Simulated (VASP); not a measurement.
# PtSe2: single point with r2SCAN

Crystal: PtSe2.

```xyz
6
Lattice="5.6292 0.0000 0.0000 0.0000 5.6292 0.0000 0.0000 0.0000 3.9001" Properties=species:S:1:pos:R:3 pbc="T T T"
Pt    0.0000    0.0000    0.0000
Pt    2.8146    2.8146    1.9500
Se    1.7407    1.7407    0.0000
Se    1.0739    4.5553    1.9500
Se    4.5553    1.0739    1.9500
Se    3.8885    3.8885    0.0000
```

```yaml
Program: VASP 6.6.1
Task: single point
Functional: r2SCAN
Potentials_or_basis: VASP PAW PBE potentials, release 64 (Pt, Se)
Cutoff: 520 eV
k_mesh: 4 × 4 × 6
Occupations: fermi-dirac, width 0.02 eV
Spin: no spin polarisation
Dipole_correction: no
Further_INCAR_settings: ALGO = Normal; EDIFF = 1e-07; NBANDS = 31
```

```json
{
  "Pressure": "7.6 GPa",
  "Largest force": "0.181 eV/Å",
  "Band gap on the k mesh": "zero (bands 22 and 23 overlap by 0.41 eV)"
}
```

Forces in eV/Å, atoms in the order of the input:
```
Pt   0.000  0.000  0.000
Pt   0.000  0.000  0.000
Se  -0.128 -0.128  0.000
Se   0.128 -0.128  0.000
Se  -0.128  0.128  0.000
Se   0.128  0.128  0.000
```

Stress tensor (GPa, compression positive):
```
6.63 0.00 0.00
0.00 6.63 0.00
0.00 0.00 9.52
```

Levels at points of the mesh, in eV from the Fermi level:
```
           k point  band 20  band 21  band 22  band 23  band 24  band 25
(0.00, 0.00, 0.00)    -0.73     0.25     0.25     0.55     2.72     2.88
(0.50, 0.00, 0.00)    -1.34    -0.59    -0.59     2.46     2.46     2.52
(0.50, 0.50, 0.00)    -1.19     0.06     0.06     0.39     0.39     2.70
(0.00, 0.00, 0.50)    -1.06    -0.04    -0.04     0.39     0.39     1.02
(0.50, 0.00, 0.50)    -1.31    -1.02    -1.02    -0.04    -0.04     3.78
(0.50, 0.50, 0.50)    -0.36    -0.16    -0.16     1.24     1.24     1.24
```

Run time: 2.4 min on 1 thread of Intel(R) Xeon(R) 6975P-C (Granite Rapids), on a shared host, peak memory 0.27 GiB.

Caveat: the cell stands under pressure; the structure was generated, so it needn't be the stable form of PtSe2; the PAW data sets were made with another functional, which shifts forces and pressure a little; spin-orbit coupling is left out, which moves the levels of the heavy elements.
